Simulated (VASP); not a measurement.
# Cs3Sc (Pm-3m) in VASP: notebook

Runs on Cs3Sc. Level: PBE. Tasks: single point, relaxation of cell and atoms.

Program: VASP 6.6.1. These are calculated values, not measurements. Logs are shortened: lines on timing, memory, paths and dates and some standing lists are left out, and cuts for length are marked.

## (1) The cell of the first run

The structure is cubic, space group Pm-3m (No. 221). The conventional cell has a = 6.659 Å, b = 6.659 Å, c = 6.659 Å, α = 90.00°, β = 90.00°, γ = 90.00°.

## (2) Single point, PBE

Contents of INCAR:

```
SYSTEM = Cs3Sc
PREC = Accurate
ENCUT = 520
EDIFF = 1E-7
ISMEAR = 0
SIGMA = 0.1
LREAL = .False.
LASPH = .True.
NELM = 60
ALGO = Fast
ISIF = 2
LWAVE = .False.
LCHARG = .False.
GGA = PE
NBANDS = 27
```

Contents of KPOINTS:

```
Automatic mesh
0
Gamma
  8 8 8
  0 0 0
```

Contents of POSCAR:

```
Cs3Sc
1.0
    6.6587445719      0.0000000000      0.0000000000
    0.0000000000      6.6587445719      0.0000000000
    0.0000000000      0.0000000000      6.6587445719
Cs Sc
3 1
Direct
    0.0000000000      0.5000000000      0.5000000000
    0.5000000000      0.0000000000      0.5000000000
    0.5000000000      0.5000000000      0.0000000000
    0.0000000000      0.0000000000      0.0000000000
```

Potentials or basis: VASP PAW PBE potentials, release 64 (Cs_sv, Sc_sv).

Launch:

```console
$ cat potpaw_PBE.64/Cs_sv/POTCAR potpaw_PBE.64/Sc_sv/POTCAR > POTCAR
$ mpirun -np 1 vasp_std > vasp.out
```

OUTCAR:

```text
SYSTEM = Cs3Sc
   PREC = Accurate
   ENCUT = 520
   EDIFF = 1E-7
   ISMEAR = 0
   LREAL = .False.
   LASPH = .True.
   NELM = 60
   ISIF = 2
   GGA = PE

 ion  position               nearest neighbor table
   1  0.000  0.500  0.500-
   2  0.500  0.000  0.500-
   3  0.500  0.500  0.000-
   4  0.000  0.000  0.000-

  LATTYP: Found a simple cubic cell.
 ALAT       =     6.6587445719

  Lattice vectors:

 A1 = (   6.6587445719,   0.0000000000,   0.0000000000)
 A2 = (   0.0000000000,   6.6587445719,   0.0000000000)
 A3 = (   0.0000000000,   0.0000000000,   6.6587445719)

Analysis of symmetry for initial positions (statically):
=====================================================================
 Subroutine PRICEL returns:
 Original cell was already a primitive cell.

 Routine SETGRP: Setting up the symmetry group for a
 simple cubic supercell.

 Subroutine GETGRP returns: Found 48 space group operations
 (whereof 48 operations were pure point group operations)
 out of a pool of 48 trial point group operations.

The static configuration has the point symmetry O_h .

Analysis of symmetry for dynamics (positions and initial velocities):
=====================================================================
 Subroutine PRICEL returns:
 Original cell was already a primitive cell.

 Routine SETGRP: Setting up the symmetry group for a
 simple cubic supercell.

 Subroutine GETGRP returns: Found 48 space group operations
 (whereof 48 operations were pure point group operations)
 out of a pool of 48 trial point group operations.

The dynamic configuration has the point symmetry O_h .

 Subroutine INISYM returns: Found 48 space group operations
 (whereof 48 operations are pure point group operations),
 and found     1 'primitive' translations

----------------------------------------------------------------------------------------

                                     Primitive cell

  volume of cell :     295.2413

  direct lattice vectors                    reciprocal lattice vectors
     6.658744572  0.000000000  0.000000000     0.150178459  0.000000000  0.000000000
     0.000000000  6.658744572  0.000000000     0.000000000  0.150178459  0.000000000
     0.000000000  0.000000000  6.658744572     0.000000000  0.000000000  0.150178459

  length of vectors
     6.658744572  6.658744572  6.658744572     0.150178459  0.150178459  0.150178459

  position of ions in fractional coordinates (direct lattice)
     0.000000000  0.500000000  0.500000000
     0.500000000  0.000000000  0.500000000
     0.500000000  0.500000000  0.000000000
     0.000000000  0.000000000  0.000000000

  ion indices of the primitive-cell ions
   primitive index   ion index
                 1           1
                 2           2
                 3           3
                 4           4

----------------------------------------------------------------------------------------

 KPOINTS: Automatic mesh

Automatic generation of k-mesh.
 Grid dimensions read from file:
 generate k-points for:    8    8    8

 Generating k-lattice:

  Cartesian coordinates                     Fractional coordinates (reciprocal lattice)
     0.018772307  0.000000000  0.000000000     0.125000000  0.000000000  0.000000000
     0.000000000  0.018772307  0.000000000     0.000000000  0.125000000  0.000000000
     0.000000000  0.000000000  0.018772307     0.000000000  0.000000000  0.125000000

  Length of vectors
     0.018772307  0.018772307  0.018772307

  Shift w.r.t. Gamma in fractional coordinates (k-lattice)
     0.000000000  0.000000000  0.000000000

 Subroutine IBZKPT returns following result:
 ===========================================

 Found     35 irreducible k-points:

 Following reciprocal coordinates:
            Coordinates               Weight
  0.000000  0.000000  0.000000      1.000000
  0.125000  0.000000  0.000000      6.000000
  0.250000  0.000000  0.000000      6.000000
  0.375000  0.000000  0.000000      6.000000
  0.500000  0.000000  0.000000      3.000000
  0.125000  0.125000  0.000000     12.000000
[... 16 lines left out ...]
  0.375000  0.375000  0.125000     24.000000
  0.500000  0.375000  0.125000     24.000000
 [... further k-points ...]
   k-points           NKPTS =     35   k-points in BZ     NKDIM =     35   number of bands    NBANDS=     27
   number of dos      NEDOS =    301   number of ions     NIONS =      4
   total plane-waves  NPLWV = 125000
   dimension x,y,z NGX =    50 NGY =   50 NGZ =   50
   dimension x,y,z NGXF=   100 NGYF=  100 NGZF=  100
   ions per type =               3   1
   NGX,Y,Z   is equivalent  to a cutoff of  12.48, 12.48, 12.48 a.u.
   NGXF,Y,Z  is equivalent  to a cutoff of  24.97, 24.97, 24.97 a.u.
 SYSTEM =  Cs3Sc
   PREC   = accura    normal or accurate (medium, high low for compatibility)
   ISTART =      0    job   : 0-new  1-cont  2-samecut
   ICHARG =      2    charge: 1-file 2-atom 10-const
   ISPIN  =      1    spin polarized calculation?
   LNONCOLLINEAR =      F non collinear calculations
   LSORBIT =      F    spin-orbit coupling
   LASPH  =      T    aspherical Exc in radial PAW
   ENCUT  =  520.0 eV  38.22 Ry    6.18 a.u.  12.38 12.38 12.38*2*pi/ulx,y,z
   NELM   =     60;   NELMIN=  2; NELMDL= -5     # of ELM steps
   EDIFF  = 0.1E-06   stopping-criterion for ELM
   LREAL  =      F    real-space projection
   EDIFFG = 0.1E-05   stopping-criterion for IOM
   NSW    =      0    number of steps for IOM
   IBRION =     -1    ionic relax: 0-MD 1-quasi-New 2-CG
   NFREE  =      0    steps in history (QN), initial steepest desc. (CG)
   ISIF   =      2    stress and relaxation
   ISYM   =      2    0-nonsym 1-usesym 2-fastsym
   POTIM  = 0.5000    time-step for ionic-motion
   TEBEG  =    0.0;   TEEND  =   0.0 temperature during run
   PSTRESS=    0.0 pullay stress
   NELECT =      38.0000    total number of electrons
   NUPDOWN=      -1.0000    fix difference up-down
   EMIN   =  10.00;   EMAX   =-10.00  energy-range for DOS
   EFERMI =   0.00;   METHOD = LEGACY
   ISMEAR =     0;   SIGMA  =   0.10  broadening in eV -4-tet -1-fermi 0-gaus
   EFERMI_NEDOS =   21; number of points for ismear=-14 and -15
   IALGO  =     68    algorithm
   IMIX   =      4    mixing-type and parameters
     AMIX     =   0.40;   BMIX     =  1.00
     AMIX_MAG =   1.60;   BMIX_MAG =  1.00
  volume/ion in A,a.u.               =      73.81       498.10
  Fermi-wavevector in a.u.,A,eV,Ry     =   0.826565  1.561981  9.295632  0.683210
  Thomas-Fermi vector in A             =   1.938619
   LORBIT       =      0    0 simple, 1 ext, 2 COOP (PROOUT), +10 PAW based schemes
   GGA     = PE    functional components
   LHFCALC =     F    Hartree Fock is set to
   AEXX    =    0.0000 exact exchange contribution
   IVDW    =     0    specifies the selected vdW correction
   LEPSILON=     F    determine dielectric tensor
   LRPA    =     F    only Hartree local field effects (RPA)
 non-spin polarized calculation
 RMM-DIIS sequential band-by-band and
 Gauss-broadening in eV      SIGMA  =   0.10
  energy-cutoff  :      520.00
  volume of cell :      295.24
 maximum number of plane-waves:      8025
 NGX is ok and might be reduce to    50
   NGX = 25   NGY = 25   NGZ = 25

 number of electron      38.0000008 magnetization

 Free energy of the ion-electron system (eV)
  ---------------------------------------------------
  ext. energy  EPLUGINS =         0.00000000
  ---------------------------------------------------
  free energy    TOTEN  =        -6.01231390 eV

  energy without entropy =       -5.95051262  energy(sigma->0) =       -5.98141326

 E-fermi :   1.1124     XC(G=0):  -6.5334

 val. band max:        1.1081819523   @ k =   0.2500   0.1250   0.0000
 cond. band min:       1.1139433297   @ k =   0.3750   0.2500   0.0000
 fundamental gap:      0.0057613774
 Fermi energy:         1.1123850404

 k-point     1 :       0.0000    0.0000    0.0000
  band No.  band energies     occupation
      1     -50.1621      2.00000
      2     -28.7653      2.00000
      3     -28.7653      2.00000
      4     -28.7653      2.00000
      5     -22.2487      2.00000
      6     -22.2038      2.00000
[... 19 lines left out ...]
     26       2.6584      0.00000
     27       2.9686      0.00000

 k-point     2 :       0.1250    0.0000    0.0000
  band No.  band energies     occupation
      1     -50.1621      2.00000
      2     -28.7653      2.00000
      3     -28.7653      2.00000
      4     -28.7653      2.00000
      5     -22.2472      2.00000
      6     -22.2053      2.00000
[... 19 lines left out ...]
     26       2.5167      0.00000
     27       2.9876      0.00000

 k-point     3 :       0.2500    0.0000    0.0000
  band No.  band energies     occupation
      1     -50.1621      2.00000
      2     -28.7653      2.00000
      3     -28.7653      2.00000
      4     -28.7653      2.00000
      5     -22.2430      2.00000
      6     -22.2095      2.00000
[... 19 lines left out ...]
     26       2.2987      0.00000
     27       2.9888      0.00000

 k-point     4 :       0.3750    0.0000    0.0000
  band No.  band energies     occupation
      1     -50.1621      2.00000
      2     -28.7653      2.00000
      3     -28.7653      2.00000
      4     -28.7653      2.00000
      5     -22.2373      2.00000
      6     -22.2152      2.00000
[... 19 lines left out ...]
     26       2.1218      0.00000
     27       2.9669      0.00000

 k-point     5 :       0.5000    0.0000    0.0000
  band No.  band energies     occupation
      1     -50.1621      2.00000
      2     -28.7653      2.00000
      3     -28.7653      2.00000
      4     -28.7653      2.00000
      5     -22.2337      2.00000
      6     -22.2187      2.00000
[... 19 lines left out ...]
     26       2.0499      0.00000
     27       2.9650      0.00000

 k-point     6 :       0.1250    0.1250    0.0000
  band No.  band energies     occupation
      1     -50.1621      2.00000
      2     -28.7653      2.00000
      3     -28.7653      2.00000
      4     -28.7653      2.00000
      5     -22.2457      2.00000
      6     -22.2060      2.00000
[... 444 lines left out ...]
      1     -50.1621      2.00000
      2     -28.7653      2.00000
      3     -28.7653      2.00000
      4     -28.7653      2.00000
      5     -22.2318      2.00000
      6     -22.2154      2.00000
[... 19 lines left out ...]
     26       2.0006      0.00000
     27       3.0504      0.00000

 k-point    22 :       0.5000    0.2500    0.1250
  band No.  band energies     occupation
      1     -50.1621      2.00000
      2     -28.7653      2.00000
      3     -28.7653      2.00000
      4     -28.7653      2.00000
      5     -22.2285      2.00000
      6     -22.2187      2.00000
[... 19 lines left out ...]
     26       1.9943      0.00000
     27       3.0407      0.00000

 k-point    23 :       0.3750    0.3750    0.1250
  band No.  band energies     occupation
      1     -50.1621      2.00000
      2     -28.7653      2.00000
      3     -28.7653      2.00000
      4     -28.7653      2.00000
      5     -22.2273      2.00000
      6     -22.2164      2.00000
[... 19 lines left out ...]
     26       2.0054      0.00000
     27       3.0168      0.00000

 k-point    24 :       0.5000    0.3750    0.1250
  band No.  band energies     occupation
      1     -50.1621      2.00000
      2     -28.7653      2.00000
      3     -28.7653      2.00000
      4     -28.7653      2.00000
      5     -22.2239      2.00000
      6     -22.2186      2.00000
[... 19 lines left out ...]
     26       2.0231      0.00000
     27       3.0222      0.00000

 [... further k-points ...]

------------------------ aborting loop because EDIFF is reached ----------------------------------------

  FORCE on cell =-STRESS in cart. coord.  units (eV):
  Direction    XX          YY          ZZ          XY          YZ          ZX
  --------------------------------------------------------------------------------------
  -------------------------------------------------------------------------------------
  Total        0.0123528      0.0123528      0.0123528     -0.0000000     -0.0000000      0.0000000
  in kB        0.0670344      0.0670344      0.0670344     -0.0000000     -0.0000000      0.0000000
  external PRESSURE =       0.0670344 kB  Pullay stress =       0.0000000 kB

 VOLUME and BASIS-vectors are now :
 -----------------------------------------------------------------------------
  energy-cutoff  :      520.00
  volume of cell :      295.24
      direct lattice vectors                 reciprocal lattice vectors
     6.658744572  0.000000000  0.000000000     0.150178459  0.000000000  0.000000000
     0.000000000  6.658744572  0.000000000     0.000000000  0.150178459  0.000000000
     0.000000000  0.000000000  6.658744572     0.000000000  0.000000000  0.150178459

 POSITION                                       TOTAL-FORCE (eV/Angst)
 -----------------------------------------------------------------------------------
      0.00000      3.32937      3.32937         0.000000      0.000000      0.000000
      3.32937      0.00000      3.32937         0.000000      0.000000      0.000000
      3.32937      3.32937      0.00000         0.000000      0.000000      0.000000
      0.00000      0.00000      0.00000         0.000000      0.000000      0.000000
 -----------------------------------------------------------------------------------
    total drift:                                0.000000     -0.000000      0.000000

  FREE ENERGIE OF THE ION-ELECTRON SYSTEM (eV)
  ---------------------------------------------------
  free  energy   TOTEN  =        -6.0123138957 eV

  energy  without entropy=       -5.9505126167  energy(sigma->0) =       -5.98141326
```

It took 7.8 min on 1 thread of Intel Xeon Platinum 8488C (Sapphire Rapids), shared host; peak memory 0.52 GiB.

Results:

```
Free energy            : -6.0123 eV
Pressure               : 0.0 GPa
Band gap on the k mesh : zero (bands 19 and 20 overlap by 0.29 eV)
```

Caveat: spin-orbit coupling is left out, which moves the levels of the heavy elements.

## (3) Relaxation of cell and atoms, PBE

Contents of INCAR:

```
ALGO = Fast ; EDIFF = 1E-7
EDIFFG = -0.01 ; ENCUT = 600
GGA = PE ; IBRION = 2
ISIF = 3 ; ISMEAR = 0
LASPH = T ; LCHARG = F
LREAL = F ; LWAVE = F
NELM = 100 ; NSW = 100
PREC = Accurate ; SIGMA = 0.1
```

Contents of KPOINTS:

```
k-points
0
Gamma
  8 8 8
```

POSCAR is that of step 2.

Potentials or basis: VASP PAW PBE potentials, release 64 (Cs_sv, Sc_sv).

Launch:

```console
$ cat potpaw_PBE.64/Cs_sv/POTCAR potpaw_PBE.64/Sc_sv/POTCAR > POTCAR
$ mpirun -np 1 vasp_std > vasp.out
```

Run time: 40 min. Hardware: 1 thread of Intel Xeon Platinum 8488C (Sapphire Rapids), shared host; peak memory 0.61 GiB.

The run converged. Its results:

```yaml
Free_energy: -6.0123 eV
Relaxed_volume: 74.23 Å³/atom
Relaxed_cell: a = 6.671 Å, b = 6.671 Å, c = 6.671 Å, α = 90.00°, β = 90.00°, γ = 90.00°
Space_group_after_relaxing_to_0.1_Å: Pm-3m (No. 221)
Energy_gained_by_relaxing: 0.0 meV/atom
Ionic_steps: 2
Pressure_after_relaxing: 0.0 GPa
Band_gap_on_the_k_mesh: zero (bands 19 and 20 overlap by 0.29 eV)
```

The path:
```
step  energy change (eV)  largest force (eV/Å)  pressure (GPa)  volume (Å³)
   1              0.0000                0.0000            0.08       295.24
   2             -0.0001                0.0000            0.00       296.91
```

Final structure:
```
Cs Sc
1.0
     6.67126    0.00000    0.00000
     0.00000    6.67126    0.00000
     0.00000    0.00000    6.67126
Cs Sc
3 1
Direct
  0.00000 0.50000 0.50000
  0.50000 0.00000 0.50000
  0.50000 0.50000 0.00000
  0.00000 0.00000 0.00000
```

Levels at points of the mesh, in eV from the Fermi level:
| k point | band 15 | band 16 | band 17 | band 18 | band 19 | band 20 | band 21 | band 22 | band 23 |
| --- | --- | --- | --- | --- | --- | --- | --- | --- | --- |
| (0.00, 0.00, 0.00) | -10.02 | -10.02 | -2.44 | -0.29 | -0.20 | -0.20 | 0.11 | 0.11 | 0.11 |
| (0.50, 0.00, 0.00) | -10.05 | -10.05 | -1.72 | -0.88 | 0.04 | 0.19 | 0.27 | 0.28 | 0.57 |
| (0.50, 0.50, 0.00) | -10.08 | -9.99 | -1.38 | -0.18 | -0.18 | -0.05 | 0.20 | 0.26 | 0.28 |
| (0.50, 0.50, 0.50) | -9.99 | -9.99 | -1.53 | -0.18 | -0.18 | -0.18 | 0.33 | 0.33 | 0.76 |

Caveat: the highest band is partly filled, so the run has too few bands; spin-orbit coupling is left out, which moves the levels of the heavy elements.
